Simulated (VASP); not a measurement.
Write the native input for VASP 6.6.1 that does the following.

- Task: relaxation of cell and atoms
- Functional: PBE
- Potentials or basis: VASP PAW PBE potentials, release 64 (In_d, Sb)
- Cutoff: 600 eV
- k mesh: 12 × 12 × 12
- Occupations: fermi-dirac, width 0.15 eV
- Spin: no spin polarisation
- Target pressure: 7 GPa
- Dipole correction: no
- Further INCAR settings: ALGO = Normal; EDIFF = 1e-07; IBRION = 2; EDIFFG = -0.001; NSW = 80; ISIF = 3

The structure of InSb lies in POSCAR:

```
InSb
1.0
    0.0000000000      3.3185740835      3.3185740835
    3.3185740835      0.0000000000      3.3185740835
    3.3185740835      3.3185740835      0.0000000000
In Sb
1 1
Direct
    0.0000000000      0.0000000000      0.0000000000
    0.7500000000      0.7500000000      0.7500000000
```

The input as run:

INCAR

```
SYSTEM = InSb
PREC = Accurate
ENCUT = 600
EDIFF = 1E-7
ISMEAR = -1
SIGMA = 0.15
LREAL = .FALSE.
LASPH = .TRUE.
NELM = 80
ALGO = Normal
ISIF = 3
LWAVE = .FALSE.
LCHARG = .FALSE.
GGA = PE
IBRION = 2
NSW = 80
EDIFFG = -0.001
PSTRESS = 70.0
```

KPOINTS

```
regular mesh
0
G
  12 12 12
  0 0 0
```

Potentials or basis: VASP PAW PBE potentials, release 64 (In_d, Sb).

Launch:

```console
$ cat potpaw_PBE.64/In_d/POTCAR potpaw_PBE.64/Sb/POTCAR > POTCAR
$ mpirun -np 1 vasp_std > vasp.out
```

It gave:

* Relaxed volume: 31.85 Å³/atom
* Relaxed cell: a = 4.483 Å, b = 4.483 Å, c = 4.483 Å, α = 60.00°, β = 60.00°, γ = 60.00°
* Space group after relaxing (to 0.1 Å): F-43m (No. 216)
* Energy change on relaxing (the run minimises the enthalpy): +89.6 meV/atom
* Ionic steps: 6
* Pressure after relaxing: 7.0 GPa

Caveat: the cell is relaxed towards a set pressure, so the run minimises the enthalpy, not the energy.

It took 14 min on 1 thread of AMD EPYC 7R13, on a shared host, peak memory 0.28 GiB.
